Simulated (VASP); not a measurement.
Input of a VASP 6.6.1 run:

File INCAR:

```
SYSTEM = Tl
ALGO     = Normal         ! electronic algorithm
EDIFF    = 1E-7           ! SCF threshold, eV
ENCUT    = 520            ! plane-wave cutoff, eV
GGA      = PE             ! functional
ISIF     = 2              ! what is computed and relaxed
ISMEAR   = -1             ! smearing method
LASPH    = .True.         ! aspherical terms in the spheres
LCHARG   = .False.        ! write CHGCAR
LREAL    = .False.        ! projectors in reciprocal space
LWAVE    = .False.        ! write WAVECAR
NBANDS   = 12             ! bands
NELM     = 80             ! most SCF steps
PREC     = Accurate       ! precision mode
SIGMA    = 0.1            ! smearing width, eV
```

KPOINTS

```
k-points
0
Gamma
  16 16 16
  0 0 0
```

POSCAR

```
Tl
1.0
    3.1130320491      0.0000000000      0.0000000000
    0.0000000000      3.1130320491      0.0000000000
    0.0000000000      0.0000000000      3.1130320491
Tl
1
Direct
    0.0000000000      0.0000000000      0.0000000000
```

Potentials or basis: VASP PAW PBE potentials, release 64 (Tl_d).

The run is started by

```console
$ cat potpaw_PBE.64/Tl_d/POTCAR > POTCAR
$ mpirun -np 1 vasp_std > vasp.out
```

(1) What does it give for the band gap on the k mesh?

(2) Predict the pressure.

Answers

(1) zero (an odd number of electrons rules out a gap without spin polarisation).

(2) 4.0 GPa.

Caveat: the cell stands under pressure; spin-orbit coupling is left out, which moves the levels of the heavy elements.
